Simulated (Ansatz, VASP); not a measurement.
## One calculation of PbSe, two programs

Contents of POSCAR:

```
PbSe
1.0
    0.0000000000      3.0621500000      3.0621500000
    3.0621500000      0.0000000000      3.0621500000
    3.0621500000      3.0621500000      0.0000000000
Pb Se
1 1
Direct
    0.0000000000      0.0000000000      0.0000000000
    0.5000000000      0.5000000000      0.5000000000
```

INCAR.step1

```
SYSTEM = PbSe
PREC     = Accurate       ! precision mode
ENCUT    = 520            ! plane-wave cutoff, eV
ISMEAR   = -1             ! smearing method
SIGMA    = 0.01           ! smearing width, eV
LREAL    = .FALSE.        ! projectors in reciprocal space
LASPH    = .TRUE.         ! aspherical terms in the spheres
NELM     = 80             ! most SCF steps
NBANDS   = 17             ! bands
GGA      = PE             ! functional
ALGO     = Normal         ! electronic algorithm
EDIFF    = 1E-4           ! SCF threshold, eV
LWAVE    = .TRUE.         ! write WAVECAR
LCHARG   = .FALSE.        ! write CHGCAR
```

INCAR.step2

```
SYSTEM = PbSe
PREC     = Accurate       ! precision mode
ENCUT    = 520            ! plane-wave cutoff, eV
EDIFF    = 1E-8           ! SCF threshold, eV
ISMEAR   = -1             ! smearing method
SIGMA    = 0.01           ! smearing width, eV
LREAL    = .FALSE.        ! projectors in reciprocal space
LASPH    = .TRUE.         ! aspherical terms in the spheres
NELM     = 80             ! most SCF steps
ALGO     = Normal         ! electronic algorithm
ISIF     = 2              ! what is computed and relaxed
LWAVE    = .FALSE.        ! write WAVECAR
LCHARG   = .FALSE.        ! write CHGCAR
METAGGA  = R2SCAN         ! meta-GGA
LMIXTAU  = .TRUE.       
LEFG     = .TRUE.       
NBANDS   = 17             ! bands
ISTART   = 1
```

Contents of KPOINTS:

```
Automatic mesh
0
G
  9 9 9
  0 0 0
```

Input for Ansatz:

```yaml
crystal:
  lattice:
    - [0.0, 3.06215, 3.06215]
    - [3.06215, 0.0, 3.06215]
    - [3.06215, 3.06215, 0.0]
  atoms:
    - { symbol: Pb, position: [0.0, 0.0, 0.0] }
    - { symbol: Se, position: [0.5, 0.5, 0.5] }
kpoints:
  mp_grid: { grid: [9, 9, 9] }
  band_path:
    path:
      - [0.0, 0.0, 0.0]
      - [0.5, 0.0, 0.5]
      - [0.625, 0.25, 0.625]
      - [0.375, 0.375, 0.75]
      - [0.0, 0.0, 0.0]
      - [0.5, 0.5, 0.5]
      - [0.5, 0.25, 0.75]
      - [0.5, 0.0, 0.5]
    npoints: 5
scf:
  occupations: { method: fermi_dirac, width: 0.01 }
hamiltonian:
  xc: r2scan
  pseudopotentials: { kind: paw }
output:
  forces: true
  stress: true
  eigenvalues: true
  efg: { contact_densities: true }
```

Alike in both runs: task electric field gradients; functional r2SCAN; k mesh 9 × 9 × 9; occupations fermi-dirac, width 0.01 eV; no spin polarisation.

```csv
,VASP,Ansatz
version,VASP 6.6.1,Ansatz 0.2.0
potentials or method,"VASP PAW PBE potentials, release 64 (Pb_d, Se)","PAW with Ansatz's default frozen-core files, scalar-relativistic"
plane-wave cutoff (eV),520,500
valence electrons in the cell,20,30
```

|  | VASP | Ansatz | Ansatz less VASP |
| --- | --- | --- | --- |
| pressure (GPa) | 1.4 | 1.4 | -0.01 |

VASP's potentials were made for PBE, not for r2SCAN. VASP's potentials hold 20 valence electrons a cell and Ansatz's 30, so a difference there can come from the potentials and not from the codes.

Spin-orbit coupling is off throughout.
